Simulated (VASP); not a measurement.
Runs of VASP 6.6.1 on Li3SI. The structure is that of space group Pm-3m (No. 221), or close to it. The cells are those of the table. 

| level | cell | k mesh | gap on the mesh (eV) |
| --- | --- | --- | --- |
| PBE | a = 4.830 Å, 5 atoms | 4 × 4 × 4 | 3.53 |
| PBE | a = 4.784 Å, 5 atoms | 4 × 4 × 4 | 3.53 |
| r2SCAN | a = 4.781 Å, 5 atoms | 4 × 4 × 4 | 4.08 |
| PBE | a = 4.737 Å, 5 atoms | 4 × 4 × 4 | (a) |
| r2SCAN | a = 4.734 Å, 5 atoms | 6 × 6 × 6 | 4.06 |

Alike in all rows: task single point; potentials or basis VASP PAW PBE potentials, release 64 (I, S, Li_sv); no spin polarisation; cutoff (eV) 520; smearing gaussian 0.01 eV.

Question: Estimate the missing entries.

Answer: (a) 3.51.

Caveats: spin-orbit coupling is left out, which moves the levels of the heavy elements.

A k mesh can miss the band edges, and the runs leave out spin-orbit coupling on I.
